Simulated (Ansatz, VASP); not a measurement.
Zr7B: VASP beside Ansatz

```
Zr B
1.0
     3.30579    0.00000    0.00000
    -1.65289    2.86290    0.00000
     0.00000    0.00000   18.32192
Zr B
7 1
Direct
  0.66667 0.33333 0.92575
  0.33333 0.66667 0.07425
  0.66667 0.33333 0.22391
  0.33333 0.66667 0.36042
  0.33333 0.66667 0.77609
  0.66667 0.33333 0.63958
  0.00000 0.00000 0.50000
  0.00000 0.00000 0.00000
```

Alike in both runs: functional PBE; k mesh 12 × 12 × 2; occupations gaussian, width 0.1 eV; no spin polarisation.

Ansatz relaxed the structure, and its values are those at the end. VASP's run is a single point on that final structure, the one shown.

|  | VASP | Ansatz |
| --- | --- | --- |
| version | VASP 6.6.1 | Ansatz 0.2.0 |
| potentials or method | VASP PAW PBE potentials, release 64 (Zr_sv, B), cutoff 520 eV | scalar-relativistic, plane waves, PAW |
| valence electrons in the cell | 87 | 87 |

|  | VASP | Ansatz | Ansatz less VASP |
| --- | --- | --- | --- |
| gap on the k mesh at the Fermi level (eV) | none | none | - |
| pressure (GPa) | 0.0 | 0.0 | -0.03 |

A gap of «none» marks a metal or a gap that the smearing closes. The functional is the same, so the differences come from potentials, cutoffs and numerics.
